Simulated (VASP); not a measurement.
A run of VASP 6.6.1:

INCAR

```
PREC     = Accurate       # precision mode
ENCUT    = 520            # plane-wave cutoff, eV
EDIFF    = 1E-6           # SCF threshold, eV
ISMEAR   = 0              # smearing method
SIGMA    = 0.1            # smearing width, eV
LREAL    = F              # projectors in reciprocal space
LASPH    = T              # aspherical terms in the spheres
NELM     = 60             # most SCF steps
ALGO     = Fast           # electronic algorithm
ISIF     = 2              # what is computed and relaxed
LWAVE    = F              # write WAVECAR
LCHARG   = F              # write CHGCAR
GGA      = PE             # functional
NBANDS   = 18             # bands
```

File KPOINTS:

```
Automatic mesh
0
Gamma
  8 8 8
```

POSCAR

```
Mg4Cd
1.0
    2.4057298000     -5.2655355000      0.0000000000
    2.4057298000      5.2655355000      0.0000000000
    0.0000000000      0.0000000000      4.8560446000
Mg Cd
4 1
Direct
    0.6506380000      0.3493620000      0.0000000000
    0.8447540000      0.1552460000      0.5000000000
    0.3493620000      0.6506380000      0.0000000000
    0.1552460000      0.8447540000      0.5000000000
    0.5000000000      0.5000000000      0.5000000000
```

Potentials or basis: VASP PAW PBE potentials, release 64 (Mg, Cd).

Run with:

```console
$ cat potpaw_PBE.64/Mg/POTCAR potpaw_PBE.64/Cd/POTCAR > POTCAR
$ mpirun -np 1 vasp_std > vasp.out
```

Hardware: 1 thread of Oxide Virtual Turin-like Processor, on a shared host.

How long does it take, and how much memory?

It took 4.2 min on 1 thread of Oxide Virtual Turin-like Processor (shared host), peak memory 0.4 GiB. Counts: scf iterations 11, k points 105.
